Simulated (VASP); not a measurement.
Here is a VASP 6.6.1 calculation.

File POSCAR:

```
Si
1.0
    3.7829428712      0.0000000000      0.0000000000
   -1.8914714356      3.2761246275      0.0000000000
    0.0000000000      0.0000000000      6.2607819081
Si
4
Direct
    0.3333333333      0.6666666667      0.0630908785
    0.6666666667      0.3333333333      0.5630908785
    0.3333333333      0.6666666667      0.4369091215
    0.6666666667      0.3333333333      0.9369091215
```

File INCAR.step1:

```
PREC = Accurate
ENCUT = 600
ISMEAR = 0
SIGMA = 0.02
LREAL = False
LASPH = True
NELM = 100
GGA = PE
ALGO = Normal
EDIFF = 1E-4
LWAVE = True
LCHARG = False
```

File INCAR.step2:

```
PREC = Accurate
ENCUT = 600
EDIFF = 1E-7
ISMEAR = 0
SIGMA = 0.02
LREAL = False
LASPH = True
NELM = 100
ALGO = Normal
ISIF = 3
LWAVE = False
LCHARG = False
METAGGA = R2SCAN
LMIXTAU = True
IBRION = 2
NSW = 70
EDIFFG = -0.008
PSTRESS = 40.0
ISTART = 1
```

Contents of KPOINTS:

```
Automatic mesh
0
Gamma
  12 12 6
```

Potentials or basis: VASP PAW PBE potentials, release 64 (Si).

The run is started by

```console
$ cat potpaw_PBE.64/Si/POTCAR > POTCAR
$ cp INCAR.step1 INCAR
$ mpirun -np 1 vasp_std > vasp.out
$ cp INCAR.step2 INCAR
$ mpirun -np 1 vasp_std > vasp.out
```

Question: Estimate the band gap on the k mesh.

Answer: 0.53 eV (least direct gap 1.49 eV).

Question: Estimate the relaxed cell.

Answer: a = 3.780 Å, b = 3.780 Å, c = 6.258 Å, α = 90.00°, β = 90.00°, γ = 120.00°.

Question: What does it give for the relaxed volume?

Answer: 19.36 Å³/atom.

Final structure:
```
Si
1.0
     3.78045    0.00000    0.00000
    -1.89023    3.27397    0.00000
     0.00000    0.00000    6.25770
Si
4
Direct
  0.33333 0.66667 0.06315
  0.66667 0.33333 0.56315
  0.33333 0.66667 0.43685
  0.66667 0.33333 0.93685
```

Caveat: the cell is relaxed towards a set pressure, so the run minimises the enthalpy, not the energy; the PAW data sets were made with another functional, which shifts forces and pressure a little. A k mesh can miss the band edges.
